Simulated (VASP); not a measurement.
A run of VASP 6.6.1:

Contents of INCAR:

```
  ALGO = Normal
  EDIFF = 1E-7
  ENCUT = 520
  GGA = PE
  ISIF = 2
  ISMEAR = 0
  LASPH = True
  LCHARG = False
  LREAL = False
  LWAVE = False
  NBANDS = 12
  NELM = 100
  PREC = Accurate
  SIGMA = 0.02
```

File KPOINTS:

```
k-points
0
Gamma
  10 10 10
```

POSCAR

```
LiF
1.0
    0.0000000000      2.0335339274      2.0335339274
    2.0335339274      0.0000000000      2.0335339274
    2.0335339274      2.0335339274      0.0000000000
Li F
1 1
Direct
    0.0000000000      0.0000000000      0.0000000000
    0.5000000000      0.5000000000      0.5000000000
```

Potentials or basis: VASP PAW PBE potentials, release 64 (Li_sv, F).

The run is started by

```sh
$ cat potpaw_PBE.64/Li_sv/POTCAR potpaw_PBE.64/F/POTCAR > POTCAR
$ mpirun -np 1 vasp_std > vasp.out
```

Hardware: 1 thread of Intel(R) Xeon(R) Platinum 8488C (Sapphire Rapids), with other jobs on the host.

Q: How long does it take, and how much memory?

A: It took 5.8 s on 1 thread of Intel(R) Xeon(R) Platinum 8488C (Sapphire Rapids) (shared host), peak memory 0.13 GiB. Counts: scf iterations 13, k points 47.
